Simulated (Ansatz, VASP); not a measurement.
AlGa3N4 in VASP and in Ansatz

File INCAR:

```
  ALGO = Normal
  EDIFF = 1E-6
  ENCUT = 520
  GGA = CA
  ISIF = 2
  ISMEAR = 0
  LASPH = True
  LCHARG = False
  LREAL = False
  LWAVE = False
  NBANDS = 41
  NELM = 60
  PREC = Accurate
  SIGMA = 0.05
```

Contents of KPOINTS:

```
k-points
0
Gamma
  6 6 6
```

POSCAR

```
AlGa3N4
1.0
    4.3679777992      0.0666702668      0.0666702668
    0.0666702668      4.3679777992      0.0666702668
    0.0666702668      0.0666702668      4.3679777992
Al Ga N
1 3 4
Direct
    0.0000000000      0.0000000000      0.0000000000
    0.5000000000      0.5000000000      0.0000000000
    0.5000000000      0.0000000000      0.5000000000
    0.0000000000      0.5000000000      0.5000000000
    0.7548078379      0.7548078379      0.2451921621
    0.7548078379      0.2451921621      0.7548078379
    0.2451921621      0.7548078379      0.7548078379
    0.2451921621      0.2451921621      0.2451921621
```

Input for Ansatz:

```yaml
crystal:
  lattice:
    - [4.3679777992, 0.0666702668, 0.0666702668]
    - [0.0666702668, 4.3679777992, 0.0666702668]
    - [0.0666702668, 0.0666702668, 4.3679777992]
  atoms:
    - { symbol: Al, position: [0.0, 0.0, 0.0] }
    - { symbol: Ga, position: [0.5, 0.5, 0.0] }
    - { symbol: Ga, position: [0.5, 0.0, 0.5] }
    - { symbol: Ga, position: [0.0, 0.5, 0.5] }
    - { symbol: "N", position: [0.7548078379, 0.7548078379, 0.2451921621] }
    - { symbol: "N", position: [0.7548078379, 0.2451921621, 0.7548078379] }
    - { symbol: "N", position: [0.2451921621, 0.7548078379, 0.7548078379] }
    - { symbol: "N", position: [0.2451921621, 0.2451921621, 0.2451921621] }
basis:
  ecutwfc: 520.0
kpoints:
  mp_grid: { grid: [6, 6, 6] }
hamiltonian:
  xc: lda
  pseudopotentials: { kind: paw, azcp: { folder: soft_1 } }
scf:
  occupations: { method: gaussian, width: 0.05 }
output:
  forces: true
  stress: true
  eigenvalues: true
```

Alike in both runs: task single point; functional LDA; k mesh 6 × 6 × 6; occupations gaussian, width 0.05 eV; no spin polarisation.

|  | VASP | Ansatz |
| --- | --- | --- |
| version | VASP 6.6.1 | Ansatz 0.2.0 |
| potentials or method | VASP PAW LDA potentials, release 64 (Al, Ga_d, N), cutoff 520 eV | scalar-relativistic, plane waves, PAW |
| valence electrons in the cell | 62 | 62 |

```csv
,VASP,Ansatz,Ansatz less VASP
gap on the k mesh at the Fermi level (eV),2.72,2.71,-0.007
least direct gap on the mesh (eV),2.72,2.71,-0.007
pressure (GPa),10.9,9.7,-1.20
"traceless stress, the component that is largest in VASP (GPa)",-7.10,-6.98,+0.114
rms of the force components (eV/Å),0.311,0.298,-0.0134
```

Ansatz warns that its potentials were made for another functional, while VASP's fit it. LDA's correlation is that of Perdew and Zunger in VASP and of Perdew and Wang (1992) in Ansatz. Atom by atom the forces differ by 0.018 eV/Å (rms over components).
